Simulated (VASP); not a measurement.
Input of a VASP 6.6.1 run:

INCAR

```
PREC = Accurate
ENCUT = 520
EDIFF = 1E-6
ISMEAR = 0
SIGMA = 0.1
LREAL = F
LASPH = T
NELM = 80
ALGO = Normal
ISIF = 2
LWAVE = F
LCHARG = T
LDIPOL = T
IDIPOL = 3
DIPOL = 0.5 0.5 0.297
GGA = PE
LELF = T
LVHAR = T
LVACPOTAV = T
NBANDS = 74
```

File KPOINTS:

```
regular mesh
0
Gamma
  5 5 1
```

POSCAR

```
HPt6
1.0
    5.6143281343      0.0000000000      0.0000000000
    0.0000000000      5.6143281343      0.0000000000
    0.0000000000      0.0000000000     21.8513792319
Pt H
12 2
Direct
    0.2500000000      0.2500000000      0.1830548066
    0.2500000000      0.7500000000      0.1830548066
    0.7500000000      0.2500000000      0.1830548066
    0.7500000000      0.7500000000      0.1830548066
    0.0000000000      0.0000000000      0.2712126041
    0.0000000000      0.5000000000      0.2712126041
    0.5000000000      0.0000000000      0.2712126041
    0.5000000000      0.5000000000      0.2712126041
    0.2500000000      0.2500000000      0.3593081768
    0.2500000000      0.7500000000      0.3593081768
    0.7500000000      0.2500000000      0.3593081768
    0.7500000000      0.7500000000      0.3593081768
   -0.0818441653      0.0000000000      0.4531237652
    0.0818441653      0.0000000000      0.4531237652
```

Potentials or basis: VASP PAW PBE potentials, release 64 (Pt, H).

Command:

```console
$ cat potpaw_PBE.64/Pt/POTCAR potpaw_PBE.64/H/POTCAR > POTCAR
$ mpirun -np 1 vasp_std > vasp.out
```

(1) What does it give for the largest force?

(2) What does it give for the band gap on the k mesh?

## Answers

(1) 2.637 eV/Å.

(2) zero (band 61 reaches -0.96 eV, above the bottom of band 62 at -1.12 eV).

Caveat: spin-orbit coupling is left out, which moves the levels of the heavy elements.
